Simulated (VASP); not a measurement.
A run of VASP 6.6.1 is set up as follows.

File POSCAR:

```
HfO2
1.0
    0.0000000000      2.5575000000      2.5575000000
    2.5575000000      0.0000000000      2.5575000000
    2.5575000000      2.5575000000      0.0000000000
Hf O
1 2
Direct
    0.0000000000      0.0000000000      0.0000000000
    0.2838621859      0.2838621859      0.2838621859
    0.7161378141      0.7161378141      0.7161378141
```

Contents of INCAR.step1:

```
  PREC = Accurate
  ENCUT = 520
  ISMEAR = 0
  SIGMA = 0.05
  LREAL = False
  LASPH = True
  NELM = 60
  NBANDS = 18
  GGA = PE
  ALGO = Normal
  EDIFF = 1E-4
  LWAVE = True
  LCHARG = False
```

Contents of INCAR.step2:

```
  PREC = Accurate
  ENCUT = 520
  EDIFF = 1E-7
  ISMEAR = 0
  SIGMA = 0.05
  LREAL = False
  LASPH = True
  NELM = 60
  ALGO = Normal
  ISIF = 2
  LWAVE = False
  LCHARG = True
  METAGGA = R2SCAN
  LMIXTAU = True
  LELF = True
  LVHAR = True
  NBANDS = 18
  ISTART = 1
```

The input KPOINTS:

```
regular mesh
0
Gamma
  8 8 8
```

Potentials or basis: VASP PAW PBE potentials, release 64 (Hf_pv, O).

Command:

```console
$ cat potpaw_PBE.64/Hf_pv/POTCAR potpaw_PBE.64/O/POTCAR > POTCAR
$ cp INCAR.step1 INCAR
$ mpirun -np 1 vasp_std > vasp.out
$ cp INCAR.step2 INCAR
$ mpirun -np 1 vasp_std > vasp.out
```

Q: Predict the band gap on the k mesh.

A: 3.78 eV (least direct gap 4.23 eV).

Q: What does it give for the pressure?

A: 1.9 GPa.

Stress tensor (GPa, compression positive):
```
  1.94 -10.62 -10.62
-10.62   1.94 -10.62
-10.62 -10.62   1.94
```

Caveat: the cell differs from its parent crystal (atoms displaced along a vibrational mode); the PAW data sets were made with another functional, which shifts forces and pressure a little; spin-orbit coupling is left out, which moves the levels of the heavy elements. A k mesh can miss the band edges.
